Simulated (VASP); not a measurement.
# ZnSe (F-43m) in VASP: a series of runs

The runs below take ZnSe through electric field gradients, with LDA.

Program: VASP 6.6.1. These are calculated values, not measurements. Logs are shortened: lines on timing, memory, paths and dates and some standing lists are left out, and cuts for length are marked.

## (1) The cell of the first run

It takes space group F-43m (No. 216, cubic). The conventional cell has a = 5.552 Å, b = 5.552 Å, c = 5.552 Å, α = 90.00°, β = 90.00°, γ = 90.00°. Within 3.2 Å of Zn (site symmetry -43m) lie 4 Se at 2.40 Å. Se (site symmetry -43m) has 4 Zn at 2.40 Å within 3.2 Å.

## (2) Electric field gradients, LDA (volume scaled by 0.94)

Contents of INCAR:

```
PREC = Accurate ; ENCUT = 520
EDIFF = 1E-8 ; ISMEAR = -1
SIGMA = 0.03 ; LREAL = F
LASPH = T ; NELM = 80
ALGO = Normal ; ISIF = 2
LWAVE = F ; LCHARG = F
LEFG = T ; NBANDS = 16
```

Contents of KPOINTS:

```
regular mesh
0
Gamma
  8 8 8
```

Contents of POSCAR:

```
ZnSe
1.0
    0.0000000000      2.7759511149      2.7759511149
    2.7759511149      0.0000000000      2.7759511149
    2.7759511149      2.7759511149      0.0000000000
Zn Se
1 1
Direct
    0.0000000000      0.0000000000      0.0000000000
    0.7500000000      0.7500000000      0.7500000000
```

Potentials or basis: VASP PAW LDA potentials, release 64 (Zn, Se).

Started as:

```bash
> cat potpaw_LDA.64/Zn/POTCAR potpaw_LDA.64/Se/POTCAR > POTCAR
> mpirun -np 1 vasp_std > vasp.out
```

OUTCAR:

```text
PREC = Accurate
   ENCUT = 520
   EDIFF = 1E-8
   ISMEAR = -1
   LREAL = F
   LASPH = T
   NELM = 80
   ISIF = 2

 ion  position               nearest neighbor table
   1  0.000  0.000  0.000-   2 2.40   2 2.40   2 2.40   2 2.40
   2  0.750  0.750  0.750-   1 2.40   1 2.40   1 2.40   1 2.40

  LATTYP: Found a face centered cubic cell.
 ALAT       =     5.5519022298

  Lattice vectors:

 A1 = (   0.0000000000,   2.7759511149,   2.7759511149)
 A2 = (   2.7759511149,   0.0000000000,   2.7759511149)
 A3 = (   2.7759511149,   2.7759511149,   0.0000000000)

Analysis of symmetry for initial positions (statically):
=====================================================================
 Subroutine PRICEL returns:
 Original cell was already a primitive cell.

 Routine SETGRP: Setting up the symmetry group for a
 face centered cubic supercell.

 Subroutine GETGRP returns: Found 24 space group operations
 (whereof 24 operations were pure point group operations)
 out of a pool of 48 trial point group operations.

The static configuration has the point symmetry T_d .

Analysis of symmetry for dynamics (positions and initial velocities):
=====================================================================
 Subroutine PRICEL returns:
 Original cell was already a primitive cell.

 Routine SETGRP: Setting up the symmetry group for a
 face centered cubic supercell.

 Subroutine GETGRP returns: Found 24 space group operations
 (whereof 24 operations were pure point group operations)
 out of a pool of 48 trial point group operations.

The dynamic configuration has the point symmetry T_d .

 Subroutine INISYM returns: Found 24 space group operations
 (whereof 24 operations are pure point group operations),
 and found     1 'primitive' translations

----------------------------------------------------------------------------------------

                                     Primitive cell

  volume of cell :      42.7824

  direct lattice vectors                    reciprocal lattice vectors
     0.000000000  2.775951115  2.775951115    -0.180118446  0.180118446  0.180118446
     2.775951115  0.000000000  2.775951115     0.180118446 -0.180118446  0.180118446
     2.775951115  2.775951115  0.000000000     0.180118446  0.180118446 -0.180118446

  length of vectors
     3.925787715  3.925787715  3.925787715     0.311974299  0.311974299  0.311974299

  position of ions in fractional coordinates (direct lattice)
     0.000000000  0.000000000  0.000000000
     0.750000000  0.750000000  0.750000000

  ion indices of the primitive-cell ions
   primitive index   ion index
                 1           1
                 2           2

----------------------------------------------------------------------------------------

 KPOINTS: regular mesh

Automatic generation of k-mesh.
 Grid dimensions read from file:
 generate k-points for:    8    8    8

 Generating k-lattice:

  Cartesian coordinates                     Fractional coordinates (reciprocal lattice)
    -0.022514806  0.022514806  0.022514806     0.125000000  0.000000000  0.000000000
     0.022514806 -0.022514806  0.022514806     0.000000000  0.125000000  0.000000000
     0.022514806  0.022514806 -0.022514806     0.000000000  0.000000000  0.125000000

  Length of vectors
     0.038996787  0.038996787  0.038996787

  Shift w.r.t. Gamma in fractional coordinates (k-lattice)
     0.000000000  0.000000000  0.000000000

 Subroutine IBZKPT returns following result:
 ===========================================

 Found     29 irreducible k-points:

 Following reciprocal coordinates:
            Coordinates               Weight
  0.000000  0.000000  0.000000      1.000000
  0.125000  0.000000  0.000000      8.000000
  0.250000  0.000000  0.000000      8.000000
  0.375000  0.000000  0.000000      8.000000
  0.500000  0.000000  0.000000      4.000000
  0.125000  0.125000  0.000000      6.000000
[... 16 lines left out ...]
  0.500000  0.250000  0.125000     48.000000
 -0.375000  0.250000  0.125000     24.000000
 [... further k-points ...]
   k-points           NKPTS =     29   k-points in BZ     NKDIM =     29   number of bands    NBANDS=     16
   number of dos      NEDOS =    301   number of ions     NIONS =      2
   total plane-waves  NPLWV =  27000
   dimension x,y,z NGX =    30 NGY =   30 NGZ =   30
   dimension x,y,z NGXF=    60 NGYF=   60 NGZF=   60
   ions per type =               1   1
   NGX,Y,Z   is equivalent  to a cutoff of  12.70, 12.70, 12.70 a.u.
   NGXF,Y,Z  is equivalent  to a cutoff of  25.41, 25.41, 25.41 a.u.
 SYSTEM =  unknown system
   PREC   = accura    normal or accurate (medium, high low for compatibility)
   ISTART =      0    job   : 0-new  1-cont  2-samecut
   ICHARG =      2    charge: 1-file 2-atom 10-const
   ISPIN  =      1    spin polarized calculation?
   LNONCOLLINEAR =      F non collinear calculations
   LSORBIT =      F    spin-orbit coupling
   LASPH  =      T    aspherical Exc in radial PAW
   ENCUT  =  520.0 eV  38.22 Ry    6.18 a.u.   7.30  7.30  7.30*2*pi/ulx,y,z
   NELM   =     80;   NELMIN=  2; NELMDL= -5     # of ELM steps
   EDIFF  = 0.1E-07   stopping-criterion for ELM
   LREAL  =      F    real-space projection
   EDIFFG = 0.1E-06   stopping-criterion for IOM
   NSW    =      0    number of steps for IOM
   IBRION =     -1    ionic relax: 0-MD 1-quasi-New 2-CG
   NFREE  =      0    steps in history (QN), initial steepest desc. (CG)
   ISIF   =      2    stress and relaxation
   ISYM   =      2    0-nonsym 1-usesym 2-fastsym
   POTIM  = 0.5000    time-step for ionic-motion
   TEBEG  =    0.0;   TEEND  =   0.0 temperature during run
   PSTRESS=    0.0 pullay stress
   NELECT =      18.0000    total number of electrons
   NUPDOWN=      -1.0000    fix difference up-down
   EMIN   =  10.00;   EMAX   =-10.00  energy-range for DOS
   EFERMI =   0.00;   METHOD = LEGACY
   ISMEAR =    -1;   SIGMA  =   0.03  broadening in eV -4-tet -1-fermi 0-gaus
   EFERMI_NEDOS =   21; number of points for ismear=-14 and -15
   IALGO  =     38    algorithm
   IMIX   =      4    mixing-type and parameters
     AMIX     =   0.40;   BMIX     =  1.00
     AMIX_MAG =   1.60;   BMIX_MAG =  1.00
  volume/ion in A,a.u.               =      21.39       144.36
  Fermi-wavevector in a.u.,A,eV,Ry     =   1.226716  2.318156 20.474468  1.504831
  Thomas-Fermi vector in A             =   2.361706
   LORBIT       =      0    0 simple, 1 ext, 2 COOP (PROOUT), +10 PAW based schemes
   GGA     = CA    functional components
   LHFCALC =     F    Hartree Fock is set to
   AEXX    =    0.0000 exact exchange contribution
   IVDW    =     0    specifies the selected vdW correction
   LEPSILON=     F    determine dielectric tensor
   LRPA    =     F    only Hartree local field effects (RPA)
 non-spin polarized calculation
  energy-cutoff  :      520.00
  volume of cell :       42.78
 maximum number of plane-waves:      1174
 NGX is ok and might be reduce to    30
   NGX = 15   NGY = 15   NGZ = 15

 number of electron      17.9999987 magnetization

 Free energy of the ion-electron system (eV)
  ---------------------------------------------------
  ext. energy  EPLUGINS =         0.00000000
  ---------------------------------------------------
  free energy    TOTEN  =        -7.37016675 eV

  energy without entropy =       -7.37016675  energy(sigma->0) =       -7.37016675

 E-fermi :   2.7222     XC(G=0):  -9.9761

 val. band max:        2.0714604443   @ k =   0.0000   0.0000   0.0000
 cond. band min:       3.3970056325   @ k =   0.0000   0.0000   0.0000
 fundamental gap:      1.3255451881
 Fermi energy:         2.7222460954

 k-point     1 :       0.0000    0.0000    0.0000
  band No.  band energies     occupation
      1     -11.6345      2.00000
      2      -4.8503      2.00000
      3      -4.8503      2.00000
      4      -4.8503      2.00000
      5      -4.4335      2.00000
      6      -4.4335      2.00000
[... 8 lines left out ...]
     15      13.6799      0.00000
     16      13.6799      0.00000

 k-point     2 :       0.1250    0.0000    0.0000
  band No.  band energies     occupation
      1     -11.5208      2.00000
      2      -4.8470      2.00000
      3      -4.8324      2.00000
      4      -4.8324      2.00000
      5      -4.4353      2.00000
      6      -4.4353      2.00000
[... 8 lines left out ...]
     15      12.7832      0.00000
     16      12.8512      0.00000
[... 387 lines left out ...]
      5      -4.4209      2.00000
      6      -4.3640      2.00000
[... 8 lines left out ...]
     15      14.8010      0.00000
     16      15.8856      0.00000

 k-point    24 :      -0.3750    0.2500    0.1250
  band No.  band energies     occupation
      1     -10.5781      2.00000
      2      -4.7401      2.00000
      3      -4.6934      2.00000
      4      -4.4762      2.00000
      5      -4.4264      2.00000
      6      -4.1901      2.00000
[... 8 lines left out ...]
     15      14.8997      0.00000
     16      15.7929      0.00000

 [... further k-points ...]
[... 5 lines left out ...]
  --------------------------------------------------------------------------------------
  -------------------------------------------------------------------------------------
  Total        0.2665773      0.2665773      0.2665773      0.0000000      0.0000000      0.0000000
  in kB        9.9831679      9.9831679      9.9831679      0.0000000      0.0000000      0.0000000
  external PRESSURE =       9.9831679 kB  Pullay stress =       0.0000000 kB

 VOLUME and BASIS-vectors are now :
 -----------------------------------------------------------------------------
  energy-cutoff  :      520.00
  volume of cell :       42.78
      direct lattice vectors                 reciprocal lattice vectors
     0.000000000  2.775951115  2.775951115    -0.180118446  0.180118446  0.180118446
     2.775951115  0.000000000  2.775951115     0.180118446 -0.180118446  0.180118446
     2.775951115  2.775951115  0.000000000     0.180118446  0.180118446 -0.180118446

 POSITION                                       TOTAL-FORCE (eV/Angst)
 -----------------------------------------------------------------------------------
      0.00000      0.00000      0.00000        -0.000000     -0.000000     -0.000000
      4.16393      4.16393      4.16393         0.000000      0.000000      0.000000
 -----------------------------------------------------------------------------------
    total drift:                                0.000000      0.000000     -0.000000

  FREE ENERGIE OF THE ION-ELECTRON SYSTEM (eV)
  ---------------------------------------------------
  free  energy   TOTEN  =        -7.3701667459 eV

  energy  without entropy=       -7.3701667459  energy(sigma->0) =       -7.37016675

 Electric field gradients (V/A^2)
---------------------------------------------------------------------
 ion       V_xx      V_yy      V_zz      V_xy      V_xz      V_yz
---------------------------------------------------------------------
   1      -0.000    -0.000    -0.000     0.005     0.005     0.005
   2       0.000     0.000    -0.000     0.000     0.000     0.000
---------------------------------------------------------------------

 Electric field gradients after diagonalization (V/A^2)
 (convention: |V_zz| > |V_xx| > |V_yy|)
----------------------------------------------------------------------
 ion       V_xx      V_yy      V_zz     asymmetry (V_yy - V_xx)/ V_zz
----------------------------------------------------------------------
   1      -0.005    -0.005     0.010       0.000
   2      -0.000    -0.000     0.001       0.000
----------------------------------------------------------------------

           NMR quadrupolar parameters

 Cq : quadrupolar parameter    Cq=e*Q*V_zz/h
 eta: asymmetry parameters     (V_yy - V_xx)/ V_zz
 Q  : nuclear electric quadrupole moment in mb (millibarn)
----------------------------------------------------------------------
 ion       Cq(MHz)       eta       Q (mb)
----------------------------------------------------------------------
   1       0.000       0.000       1.000
   2       0.000       0.000       1.000
----------------------------------------------------------------------
```

Wall time 20 s (1 thread of Intel Xeon Platinum 8259CL at 2.50GHz (Skylake/Cascade Lake), shared host); peak memory 0.15 GiB.

What came out:

| Quantity | Value |
| --- | --- |
| Free energy | -7.3702 eV |
| Pressure | 1.0 GPa |
| Band gap on the k mesh | 1.33 eV, direct |

Caveat: without QUAD_EFG the Cq values of the log hold for a quadrupole moment of 1 mb, not for the nuclei.

(Continued in part 2 of 2.)
